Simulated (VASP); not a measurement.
A run of VASP 6.6.1 is set up as follows.

File POSCAR:

```
Ag
1.0
    3.0653363554      0.0000000000      0.0000000000
   -1.5326681777      2.6546591549      0.0000000000
    0.0000000000      0.0000000000      4.2603237622
Ag
2
Direct
    0.3333333333      0.6666666667      0.2500000000
    0.6666666667      0.3333333333      0.7500000000
```

INCAR.step1

```
PREC = Accurate
ENCUT = 520
ISMEAR = 0
SIGMA = 0.15
LREAL = False
LASPH = True
NELM = 60
NBANDS = 18
GGA = PE
ALGO = Normal
EDIFF = 1E-4
LWAVE = True
LCHARG = False
```

File INCAR.step2:

```
PREC = Accurate
ENCUT = 520
EDIFF = 1E-7
ISMEAR = 0
SIGMA = 0.15
LREAL = False
LASPH = True
NELM = 60
ALGO = Normal
ISIF = 2
LWAVE = False
LCHARG = False
METAGGA = R2SCAN
LMIXTAU = True
NBANDS = 18
ISTART = 1
```

Contents of KPOINTS:

```
regular mesh
0
Gamma
  24 24 14
```

Potentials or basis: VASP PAW PBE potentials, release 64 (Ag).

Launch:

```sh
$ cat potpaw_PBE.64/Ag/POTCAR > POTCAR
$ cp INCAR.step1 INCAR
$ mpirun -np 1 vasp_std > vasp.out
$ cp INCAR.step2 INCAR
$ mpirun -np 1 vasp_std > vasp.out
```

What does it give for the pressure?

3.1 GPa.

What does it give for the band gap on the k mesh?

Zero (bands 11 and 12 overlap by 7.13 eV).

Stress tensor (GPa, compression positive):
```
-0.99  0.00  0.00
 0.00 -0.99  0.00
 0.00  0.00 11.28
```

Caveat: the stress differs along the axes, from -1 to 11 GPa; the PAW data sets were made with another functional, which shifts forces and pressure a little.
